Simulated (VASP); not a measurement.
# Tb4S (Im-3m) in VASP: further runs, part 2 of 2

VASP 6.6.1.

## (4) Relaxation of cell and atoms, PBE

Input file INCAR:

```
PREC     = Accurate       # precision mode
ENCUT    = 500            # plane-wave cutoff, eV
EDIFF    = 1E-7           # SCF threshold, eV
ISMEAR   = 0              # smearing method
SIGMA    = 0.1            # smearing width, eV
LREAL    = F              # projectors in reciprocal space
LASPH    = T              # aspherical terms in the spheres
NELM     = 200            # most SCF steps
ALGO     = Normal         # electronic algorithm
ISIF     = 3              # what is computed and relaxed
LWAVE    = F              # write WAVECAR
LCHARG   = F              # write CHGCAR
GGA      = PE             # functional
IBRION   = 2              # ionic algorithm
NSW      = 90             # ionic steps
EDIFFG   = -0.04          # ionic threshold
GGA_COMPAT= F            
NELMIN   = 4            
LMAXMIX  = 6              # l up to which the mixer works
```

Input file KPOINTS:

```
regular mesh
0
Gamma
  4 4 4
```

Input file POSCAR:

```
Tb4S
1.0
   -3.1839995600      3.1839995600      3.1839995600
    3.1839995600     -3.1839995600      3.1839995600
    3.1839995600      3.1839995600     -3.1839995600
Tb S
4 1
Direct
    0.0000000000      0.0000000000      0.5000000000
    0.5000000000      0.0000000000      0.0000000000
    0.0000000000      0.5000000000      0.0000000000
    0.5000000000      0.5000000000      0.5000000000
    0.0000000000      0.0000000000      0.0000000000
```

Potentials or basis: VASP PAW PBE potentials, release 64 (Tb_3, S), 4f in core.

Command:

```console
$ cat potpaw_PBE.64/Tb_3/POTCAR potpaw_PBE.64/S/POTCAR > POTCAR
$ mpirun -np 1 vasp_std > vasp.out
```

OUTCAR:

```text
PREC = Accurate
   ENCUT = 500
   EDIFF = 1E-7
   ISMEAR = 0
   LREAL = F
   LASPH = T
   NELM = 200
   ISIF = 3
   GGA = PE
   IBRION = 2
   NSW = 90
   EDIFFG = -0.04
   NELMIN = 4

 ion  position               nearest neighbor table
   1  0.000  0.000  0.500-   5 2.76   5 2.76   4 3.18   2 3.18   3 3.18   3 3.18   2 3.18   4 3.18

   2  0.500  0.000  0.000-   5 2.76   5 2.76   4 3.18   1 3.18   4 3.18   3 3.18   1 3.18   3 3.18

   3  0.000  0.500  0.000-   5 2.76   5 2.76   4 3.18   1 3.18   2 3.18   1 3.18   4 3.18   2 3.18

   4  0.500  0.500  0.500-   5 2.76   5 2.76   3 3.18   1 3.18   2 3.18   3 3.18   1 3.18   2 3.18

   5  0.000  0.000  0.000-   1 2.76   2 2.76   3 2.76   4 2.76   1 2.76   3 2.76   2 2.76   4 2.76

  LATTYP: Found a body centered cubic cell.
 ALAT       =     6.3679991200

  Lattice vectors:

 A1 = (  -3.1839995600,   3.1839995600,   3.1839995600)
 A2 = (   3.1839995600,  -3.1839995600,   3.1839995600)
 A3 = (   3.1839995600,   3.1839995600,  -3.1839995600)

Analysis of symmetry for initial positions (statically):
=====================================================================
 Subroutine PRICEL returns:
 Original cell was already a primitive cell.

 Routine SETGRP: Setting up the symmetry group for a
 body centered cubic supercell.

 Subroutine GETGRP returns: Found 48 space group operations
 (whereof 48 operations were pure point group operations)
 out of a pool of 48 trial point group operations.

The static configuration has the point symmetry O_h .

Analysis of symmetry for dynamics (positions and initial velocities):
=====================================================================
 Subroutine PRICEL returns:
 Original cell was already a primitive cell.

 Routine SETGRP: Setting up the symmetry group for a
 body centered cubic supercell.

 Subroutine GETGRP returns: Found 48 space group operations
 (whereof 48 operations were pure point group operations)
 out of a pool of 48 trial point group operations.

The dynamic configuration has the point symmetry O_h .

 Subroutine INISYM returns: Found 48 space group operations
[... 77 lines left out ...]
   PREC   = accura    normal or accurate (medium, high low for compatibility)
   ISTART =      0    job   : 0-new  1-cont  2-samecut
   ICHARG =      2    charge: 1-file 2-atom 10-const
   ISPIN  =      1    spin polarized calculation?
   LNONCOLLINEAR =      F non collinear calculations
   LSORBIT =      F    spin-orbit coupling
   LASPH  =      T    aspherical Exc in radial PAW
   ENCUT  =  500.0 eV  36.75 Ry    6.06 a.u.  10.05 10.05 10.05*2*pi/ulx,y,z
   NELM   =    200;   NELMIN=  4; NELMDL= -5     # of ELM steps
   EDIFF  = 0.1E-06   stopping-criterion for ELM
   LREAL  =      F    real-space projection
   EDIFFG = -.4E-01   stopping-criterion for IOM
   NSW    =     90    number of steps for IOM
   IBRION =      2    ionic relax: 0-MD 1-quasi-New 2-CG
   NFREE  =      1    steps in history (QN), initial steepest desc. (CG)
   ISIF   =      3    stress and relaxation
   ISYM   =      2    0-nonsym 1-usesym 2-fastsym
   POTIM  = 0.5000    time-step for ionic-motion
   TEBEG  =    0.0;   TEEND  =   0.0 temperature during run
   PSTRESS=    0.0 pullay stress
   NELECT =      42.0000    total number of electrons
   NUPDOWN=      -1.0000    fix difference up-down
   EMIN   =  10.00;   EMAX   =-10.00  energy-range for DOS
   EFERMI =   0.00;   METHOD = LEGACY
   ISMEAR =     0;   SIGMA  =   0.10  broadening in eV -4-tet -1-fermi 0-gaus
   EFERMI_NEDOS =   21; number of points for ismear=-14 and -15
   IALGO  =     38    algorithm
   IMIX   =      4    mixing-type and parameters
     AMIX     =   0.40;   BMIX     =  1.00
     AMIX_MAG =   1.60;   BMIX_MAG =  1.00
  volume/ion in A,a.u.               =      25.82       174.26
  Fermi-wavevector in a.u.,A,eV,Ry     =   1.125896  2.127635 17.247313  1.267642
  Thomas-Fermi vector in A             =   2.262575
   LORBIT       =      0    0 simple, 1 ext, 2 COOP (PROOUT), +10 PAW based schemes
   GGA     = PE    functional components
   LHFCALC =     F    Hartree Fock is set to
   AEXX    =    0.0000 exact exchange contribution
   IVDW    =     0    specifies the selected vdW correction
   LEPSILON=     F    determine dielectric tensor
   LRPA    =     F    only Hartree local field effects (RPA)
 conjugate gradient relaxation of ions
 non-spin polarized calculation
 Gauss-broadening in eV      SIGMA  =   0.10
  energy-cutoff  :      500.00
  volume of cell :      129.12
 maximum number of plane-waves:      3352
   NGX = 21   NGY = 21   NGZ = 21

--------------------------------------- Ionic step        1  -------------------------------------------

 number of electron      42.0000007 magnetization

 Free energy of the ion-electron system (eV)
  ---------------------------------------------------
  ext. energy  EPLUGINS =         0.00000000
  ---------------------------------------------------
  free energy    TOTEN  =       -23.38357619 eV

  energy without entropy =      -23.34585871  energy(sigma->0) =      -23.36471745

 E-fermi :   4.4630     XC(G=0): -10.3257

 val. band max:        4.4155086931   @ k =   0.2500   0.2500   0.0000
 cond. band min:       4.5041901565   @ k =   0.5000   0.5000   0.2500
 fundamental gap:      0.0886814634
 Fermi energy:         4.4629947136
[... 530 lines left out ...]
--------------------------------------- Ionic step        3  -------------------------------------------

 number of electron      42.0000010 magnetization

 Free energy of the ion-electron system (eV)
  ---------------------------------------------------
  ext. energy  EPLUGINS =         0.00000000
  ---------------------------------------------------
  free energy    TOTEN  =       -23.66727841 eV

  energy without entropy =      -23.62580793  energy(sigma->0) =      -23.64654317

 E-fermi :   3.8118     XC(G=0):  -9.8503

 val. band max:        3.7966645559   @ k =   0.5000   0.5000   0.5000
 cond. band min:       3.8540244523   @ k =   0.2500   0.0000   0.0000
 fundamental gap:      0.0573598964
 Fermi energy:         3.8118212416
[... 254 lines left out ...]
  FREE ENERGIE OF THE ION-ELECTRON SYSTEM (eV)
  ---------------------------------------------------
  free  energy   TOTEN  =       -23.6672784074 eV

  energy  without entropy=      -23.6258079343  energy(sigma->0) =      -23.64654317

 reached required accuracy - stopping structural energy minimisation
```

OSZICAR:

```text
N       E                     dE             d eps       ncg     rms          rms(c)
DAV:   1     0.196886429956E+03    0.19689E+03   -0.19561E+04   400   0.147E+03
DAV:   2     0.103724658282E+00   -0.19678E+03   -0.19493E+03   410   0.390E+02
DAV:   3    -0.222805309985E+02   -0.22384E+02   -0.22082E+02   590   0.695E+01
[... 29 lines left out ...]
DAV:   5    -0.236672475134E+02    0.31350E-05   -0.12131E-03   556   0.205E-01    0.874E-02
DAV:   6    -0.236672780755E+02   -0.30562E-04   -0.65836E-05   506   0.410E-02    0.310E-02
DAV:   7    -0.236672793498E+02   -0.12743E-05   -0.44606E-06   483   0.106E-02    0.653E-03
DAV:   8    -0.236672783890E+02    0.96076E-06   -0.96094E-07   409   0.403E-03    0.211E-03
DAV:   9    -0.236672784074E+02   -0.18389E-07   -0.11853E-07   233   0.198E-03
   3 F= -.23667278E+02 E0= -.23646543E+02  d E =-.283702E+00
```

CONTCAR:

```text
Tb4S
   1.00000000000000
    -3.3040580913796149    3.3040580913796149    3.3040580913796149
     3.3040580913796149   -3.3040580913796149    3.3040580913796149
     3.3040580913796149    3.3040580913796149   -3.3040580913796149
  Tb              S
     4     1
Direct
     0.0000000000000000    0.0000000000000000    0.5000000000000000
     0.5000000000000000    0.0000000000000000    0.0000000000000000
     0.0000000000000000    0.5000000000000000    0.0000000000000000
     0.5000000000000000    0.5000000000000000    0.5000000000000000
     0.0000000000000000    0.0000000000000000    0.0000000000000000

  0.00000000E+00  0.00000000E+00  0.00000000E+00
  0.00000000E+00  0.00000000E+00  0.00000000E+00
  0.00000000E+00  0.00000000E+00  0.00000000E+00
  0.00000000E+00  0.00000000E+00  0.00000000E+00
  0.00000000E+00  0.00000000E+00  0.00000000E+00
```

Wall time 34 s (1 thread of Intel Xeon 6975P-C (Granite Rapids), shared host); peak memory 0.25 GiB.

Results:

```
Free energy                           : -23.6673 eV
Relaxed volume                        : 28.86 Å³/atom
Relaxed cell                          : a = 5.723 Å, b = 5.723 Å, c = 5.723 Å, α = 109.47°, β = 109.47°, γ = 109.47°
Space group after relaxing (to 0.1 Å) : Im-3m (No. 229)
Energy gained by relaxing             : 56.7 meV/atom
Ionic steps                           : 3
Pressure after relaxing               : 0.0 GPa
Band gap on the k mesh                : zero (bands 21 and 22 overlap by 0.90 eV)
```

Step by step:
```tsv
step	energy change (eV)	largest force (eV/Å)	pressure (GPa)	volume (Å³)
1	0.0000	0.0000	6.61	129.12
2	-0.2537	0.0000	-1.63	150.06
3	-0.2837	0.0000	0.03	144.28
```

Final structure:
```
Tb S
1.0
    -3.30406    3.30406    3.30406
     3.30406   -3.30406    3.30406
     3.30406    3.30406   -3.30406
Tb S
4 1
Direct
  0.00000 0.00000 0.50000
  0.50000 0.00000 0.00000
  0.00000 0.50000 0.00000
  0.50000 0.50000 0.50000
  0.00000 0.00000 0.00000
```

Caveat: spin-orbit coupling is left out, which moves the levels of the heavy elements; the 4f electrons are frozen in the core, so they carry no moment and show no levels; the run has no spin polarisation, though such a crystal can be magnetic. With open d or f shells a metallic result of PBE can be an artefact of self-interaction; +U or a hybrid may open a gap.

## (5) Single point, PBE

This run uses another cell than the first one, of 28.75 Å³/atom.

Input file INCAR:

```
ALGO = Normal ; EDIFF = 1E-6
ENCUT = 500 ; GGA = PE
GGA_COMPAT = F ; ISIF = 2
ISMEAR = 0 ; LASPH = T
LCHARG = F ; LMAXMIX = 6
LREAL = F ; LWAVE = F
NBANDS = 29 ; NELM = 200
PREC = Accurate ; SIGMA = 0.1
```

Input file KPOINTS:

```
k-points
0
Gamma
  8 8 8
```

POSCAR, as its differences from that of step 4:

```diff
@@ -2,5 +2,5 @@
 1.0
-   -3.1839995600      3.1839995600      3.1839995600
-    3.1839995600     -3.1839995600      3.1839995600
-    3.1839995600      3.1839995600     -3.1839995600
+   -3.2999513121      3.2999513121      3.2999513121
+    3.2999513121     -3.2999513121      3.2999513121
+    3.2999513121      3.2999513121     -3.2999513121
 Tb S
```

Command:

```console
$ cat potpaw_PBE.64/Tb_3/POTCAR potpaw_PBE.64/S/POTCAR > POTCAR
$ mpirun -np 1 vasp_std > vasp.out
```

Wall time 44 s (1 thread of Intel Xeon 6975P-C (Granite Rapids), shared host); peak memory 0.3 GiB.

The run converged. Its results:

| Quantity | Value |
| --- | --- |
| Free energy | -23.6634 eV |
| Pressure | 0.2 GPa |
| Band gap on the k mesh | zero (bands 21 and 22 overlap by 0.90 eV) |

Levels at points of the mesh, in eV from the Fermi level:
| k point | band 17 | band 18 | band 19 | band 20 | band 21 | band 22 | band 23 | band 24 | band 25 | band 26 |
| --- | --- | --- | --- | --- | --- | --- | --- | --- | --- | --- |
| (0.00, 0.00, 0.00) | -3.81 | -2.12 | -2.12 | -0.89 | -0.89 | -0.43 | -0.43 | -0.43 | 2.58 | 2.58 |
| (0.50, 0.00, 0.00) | -1.72 | -1.69 | -0.68 | -0.31 | 0.15 | 0.26 | 0.55 | 1.07 | 1.70 | 1.83 |
| (0.50, 0.50, 0.50) | -1.21 | -1.21 | -1.21 | -0.04 | -0.04 | -0.04 | 0.20 | 0.20 | 1.39 | 1.39 |

Caveat: spin-orbit coupling is left out, which moves the levels of the heavy elements; the 4f electrons are frozen in the core, so they carry no moment and show no levels; the run has no spin polarisation, though such a crystal can be magnetic. Spin polarisation is off, so any magnetic state and its effect on volume and gap are missing.

## (6) Single point, PBE

This run uses another cell than the first one, of 28.75 Å³/atom.

Input file INCAR:

```
SYSTEM = Tb4S
PREC = Accurate
ENCUT = 500
EDIFF = 1E-6
ISMEAR = 0
SIGMA = 0.1
LREAL = .False.
LASPH = .True.
NELM = 200
ALGO = Normal
ISIF = 2
LWAVE = .False.
LCHARG = .True.
GGA = PE
LELF = .True.
LVHAR = .True.
NBANDS = 29
GGA_COMPAT = .False.
LMAXMIX = 6
```

Input file KPOINTS:

```
regular mesh
0
Gamma
  8 8 8
  0 0 0
```

POSCAR is that of step 5.

Potentials or basis: VASP PAW PBE potentials, release 64 (Tb_3, S), 4f in core.

Command:

```console
$ cat potpaw_PBE.64/Tb_3/POTCAR potpaw_PBE.64/S/POTCAR > POTCAR
$ mpirun -np 1 vasp_std > vasp.out
```

Wall time 46 s (1 thread of Intel Xeon 6975P-C (Granite Rapids), shared host); peak memory 0.3 GiB.

Results (log left out):

```
Free energy            : -23.6634 eV
Pressure               : 0.2 GPa
Band gap on the k mesh : zero (bands 21 and 22 overlap by 0.90 eV)
```

Levels at points of the mesh, in eV from the Fermi level:
| k point | band 17 | band 18 | band 19 | band 20 | band 21 | band 22 | band 23 | band 24 | band 25 | band 26 |
| --- | --- | --- | --- | --- | --- | --- | --- | --- | --- | --- |
| (0.00, 0.00, 0.00) | -3.81 | -2.12 | -2.12 | -0.89 | -0.89 | -0.43 | -0.43 | -0.43 | 2.58 | 2.58 |
| (0.50, 0.00, 0.00) | -1.72 | -1.69 | -0.68 | -0.31 | 0.15 | 0.26 | 0.55 | 1.07 | 1.70 | 1.83 |
| (0.50, 0.50, 0.50) | -1.21 | -1.21 | -1.21 | -0.04 | -0.04 | -0.04 | 0.20 | 0.20 | 1.39 | 1.39 |

Caveat: spin-orbit coupling is left out, which moves the levels of the heavy elements; the 4f electrons are frozen in the core, so they carry no moment and show no levels; the run has no spin polarisation, though such a crystal can be magnetic.

## (7) Overview

```tsv
task	cell	k mesh	gap on the mesh (eV)	pressure (GPa)
single point	a = 5.515 Å, angles 109.5°, 5 atoms	4 × 4 × 4	none	6.6
single point	a = 5.727 Å, angles 109.5°, 5 atoms	4 × 4 × 4	none	-0.1
relaxation of cell and atoms	relaxed from a = 5.515 Å, angles 109.5°, 5 atoms	4 × 4 × 4	none	0.0
single point	a = 5.716 Å, angles 109.5°, 5 atoms	8 × 8 × 8	none	0.2
```

Alike in all rows: level PBE; potentials or basis VASP PAW PBE potentials, release 64 (Tb_3, S), 4f in core; no spin polarisation; cutoff (eV) 500; smearing gaussian 0.1 eV.

Caveats: spin-orbit coupling is left out, which moves the levels of the heavy elements; the 4f electrons are frozen in the core, so they carry no moment and show no levels; the run has no spin polarisation, though such a crystal can be magnetic; the cell stands under pressure (at least some runs).

Absolute energies hang on the potentials; compare differences alone.
